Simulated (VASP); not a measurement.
# YSi11O24 (a cell with a defect) in VASP: notebook, part 2 of 2

VASP 6.6.1.

## Step 4: Single point, PBE

Input file INCAR:

```
ALGO     = Normal         # electronic algorithm
EDIFF    = 1E-6           # SCF threshold, eV
ENCUT    = 520            # plane-wave cutoff, eV
GGA      = PE             # functional
GGA_COMPAT= False        
ISIF     = 2              # what is computed and relaxed
ISMEAR   = -1             # smearing method
LASPH    = True           # aspherical terms in the spheres
LCHARG   = False          # write CHGCAR
LREAL    = Auto         
LWAVE    = False          # write WAVECAR
NBANDS   = 124            # bands
NELECT   = 198.0        
NELM     = 120            # most SCF steps
PREC     = Accurate       # precision mode
SIGMA    = 0.01           # smearing width, eV
```

Input file KPOINTS:

```
Automatic mesh
0
Gamma
  1 1 1
  0.25 0.25 0.25
```

Input file POSCAR:

```
YSi11O24
1.0
   -2.5104095100      4.3481568300      5.5092742100
    5.0208190300      0.0000000000      5.5092742100
    5.0208190300      8.6963136500      0.0000000000
Si O Y
11 24 1
Direct
    0.3972054399      0.8905019519      0.0520574554
    0.9083095205      0.4240735171      0.2568666284
   -0.0098141519     -0.0133873725      0.2608301825
    0.5093122837      0.4892514764     -0.0003392018
    0.0714193099      0.5626922286      0.4457602444
    0.5878206743      0.0609817047      0.2045786094
    0.4083827377      0.9964560431      0.5395356056
    0.9058927817      0.4304589812      0.7762993766
    0.0086308110      0.0065793254      0.7663927166
    0.1126434141      0.5695521088      0.9258997417
    0.6061230198      0.0681325796      0.7350589998
    0.0506154249      0.4863023708      0.3186397263
    0.5402045893      0.9392895418      0.1190787231
    0.0441215010      0.8002646800      0.3950093923
    0.5804032054      0.2851888578      0.1115135810
    0.1720113177     -0.0021829364      0.1154545392
    0.6895417236      0.5275825895      0.3331241164
    0.2855411826      0.4612340956      0.4723881428
    0.8081490495      0.9563534697      0.2234375310
    0.4210281904      0.6555051952      0.0913310184
    0.9347503882      0.1866918604      0.3122461371
    0.4328947452      0.0642275210      0.3634871500
    0.9604895886      0.4944062935      0.0794697165
    0.0842885429      0.4982089105      0.7971929567
    0.5452564604      1.0922521927      0.5847281064
    0.0833121751      0.8066086417      0.8835722847
    0.5855098348      0.2902617770      0.7365218646
    0.1766852929      0.0633744600      0.6171183491
    0.6972011964      0.5408971248      0.8655233466
    0.3371535565      0.4744064146      0.9400526424
    0.8358192975      0.9584970190      0.7250272517
    0.4767921986      0.7625041258      0.5929631390
    0.9357618232      0.1926968922      0.8377058542
    0.4517410181     -0.0333539792      0.8741505955
    0.9090790827      0.5019321659      0.6013779433
    0.4994350996      0.4992957078      0.5490693883
```

Potentials or basis: VASP PAW PBE potentials, release 64 (Si, O, Y_sv).

On the command line:

```sh
$ cat potpaw_PBE.64/Si/POTCAR potpaw_PBE.64/O/POTCAR potpaw_PBE.64/Y_sv/POTCAR > POTCAR
$ mpirun -np 1 vasp_std > vasp.out
```

OUTCAR:

```text
EDIFF = 1E-6
   ENCUT = 520
   GGA = PE
   ISIF = 2
   ISMEAR = -1
   LASPH = True
   LREAL = Auto
   NELECT = 198.0
   NELM = 120
   PREC = Accurate

 ion  position               nearest neighbor table
   1  0.397  0.891  0.052-  13 1.62  16 1.62  20 1.62  34 1.63   4 3.01  11 3.07   3 3.07   6 3.15

   2  0.908  0.424  0.257-  17 1.61  23 1.62  21 1.63  12 1.64   3 3.11  10 3.12   5 3.13  36 3.49

   3  0.990  0.987  0.261-  19 1.62  16 1.62  21 1.63  14 1.63   5 3.06   1 3.07   6 3.08   2 3.11

   4  0.509  0.489  1.000-  15 1.61  29 1.63  20 1.63  30 1.63   1 3.01   8 3.05  10 3.11
   5  0.071  0.563  0.446-  18 1.60  12 1.63  14 1.63  35 1.65   8 3.05   3 3.06   2 3.13  36 3.52

   6  0.588  0.061  0.205-  15 1.61  13 1.62  19 1.62  22 1.63   3 3.08   7 3.10   1 3.15
   7  0.408  0.996  0.540-  32 1.60  28 1.63  22 1.63  25 1.66  11 3.08   9 3.08   6 3.10  36 3.52

   8  0.906  0.430  0.776-  29 1.62  33 1.64  35 1.65  24 1.66   9 3.03   5 3.05   4 3.05  10 3.06

   9  0.009  0.007  0.766-  28 1.63  26 1.63  33 1.63  31 1.65  11 3.00   8 3.03   7 3.08  10 3.08
[... 5 lines left out ...]
  12  0.051  0.486  0.319-   5 1.63   2 1.64
  13  0.540  0.939  0.119-   1 1.62   6 1.62
  14  0.044  0.800  0.395-   3 1.63   5 1.63
  15  0.580  0.285  0.112-   4 1.61   6 1.61
[... 264 lines left out ...]
      3     -19.0713      2.00000
      4     -18.9095      2.00000
      5     -18.5189      2.00000
      6     -18.1798      2.00000
[... 103 lines left out ...]
    110       9.4372      0.00000
    111       9.6036      0.00000
 [bands above 111 left out]

------------------------ aborting loop because EDIFF is reached ----------------------------------------

  FORCE on cell =-STRESS in cart. coord.  units (eV):
  Direction    XX          YY          ZZ          XY          YZ          ZX
  --------------------------------------------------------------------------------------
  -------------------------------------------------------------------------------------
  Total        1.1620130     -1.5683036     -1.5927852     -4.6054481     -2.2567901     -0.8499533
  in kB        3.8697903     -5.2228383     -5.3043678    -15.3372793     -7.5156682     -2.8305542
  external PRESSURE =      -2.2191386 kB  Pullay stress =       0.0000000 kB

 VOLUME and BASIS-vectors are now :
 -----------------------------------------------------------------------------
  energy-cutoff  :      520.00
  volume of cell :      481.10
      direct lattice vectors                 reciprocal lattice vectors
    -2.510409510  4.348156830  5.509274210    -0.099585346  0.057495626  0.090756056
     5.020819030  0.000000000  5.509274210     0.099585346 -0.057495626  0.090756056
     5.020819030  8.696313650  0.000000000     0.049792673  0.086243439 -0.045378028

 POSITION                                       TOTAL-FORCE (eV/Angst)
 -----------------------------------------------------------------------------------
      3.73527      2.17982      7.09433         0.012831     -0.001179     -0.002821
      1.13865      6.18327      7.34046        -0.032633      0.001920      0.015858
      3.77741      6.57374     10.89072        -0.002021      0.012979      0.004808
      6.19698     10.90793      5.50136         0.009298      0.009750     -0.003311
      4.88397      4.18701      3.49349         0.027066     -0.038312     -0.017098
     -0.14234      4.33502      3.57443        -0.024790     -0.013949     -0.022005
[... 28 lines left out ...]
      3.25736      9.18259      7.77365        -0.013131      0.000975      0.003934
      4.00986      6.94650      5.50228         0.001755     -0.010167      0.008085
 -----------------------------------------------------------------------------------
    total drift:                                0.005649     -0.013616     -0.005814

  FREE ENERGIE OF THE ION-ELECTRON SYSTEM (eV)
  ---------------------------------------------------
  free  energy   TOTEN  =      -283.9968856266 eV

  energy  without entropy=     -283.9772490740  energy(sigma->0) =     -283.98706735
```

It took 10 min on 1 thread of Intel Xeon 8259CL, shared host; peak memory 0.56 GiB.

What came out:

* Free energy: -283.9969 eV
* Largest force: 0.089 eV/Å

Forces in eV/Å, atoms in the order of the input:
```
Si   0.013 -0.001 -0.003
Si  -0.033  0.002  0.016
Si  -0.002  0.013  0.005
Si   0.009  0.010 -0.003
Si   0.027 -0.038 -0.017
Si  -0.025 -0.014 -0.022
Si   0.049 -0.053  0.051
Si   0.004 -0.004  0.020
Si   0.000  0.022 -0.007
Si  -0.013 -0.004  0.013
Si  -0.054 -0.021 -0.037
O    0.006 -0.008 -0.006
O    0.013 -0.006 -0.001
O   -0.016 -0.004 -0.018
O   -0.002 -0.007 -0.006
O   -0.003  0.010 -0.002
O    0.061  0.002 -0.029
O   -0.032  0.068  0.028
O    0.009  0.009  0.009
O   -0.010 -0.014  0.000
O    0.003 -0.016  0.012
O   -0.008  0.019  0.011
O    0.001  0.019 -0.004
O   -0.001 -0.004 -0.007
O    0.006 -0.008 -0.007
O   -0.006 -0.003 -0.007
O    0.058 -0.004  0.050
O   -0.002  0.009  0.007
O    0.011  0.004 -0.010
O    0.005  0.008  0.002
O    0.009  0.006 -0.002
O   -0.056  0.024 -0.051
O   -0.003 -0.004  0.002
O   -0.011 -0.005  0.001
O   -0.013  0.001  0.004
Y    0.002 -0.010  0.008
```

Caveat: the k points lie up to 0.92 Å⁻¹ apart, too coarse for converged energies, forces and pressures; the cell carries a net charge on a neutralising background, which shifts energy and pressure; the cell is charged against a uniform background, so pressure and absolute levels hang on convention.
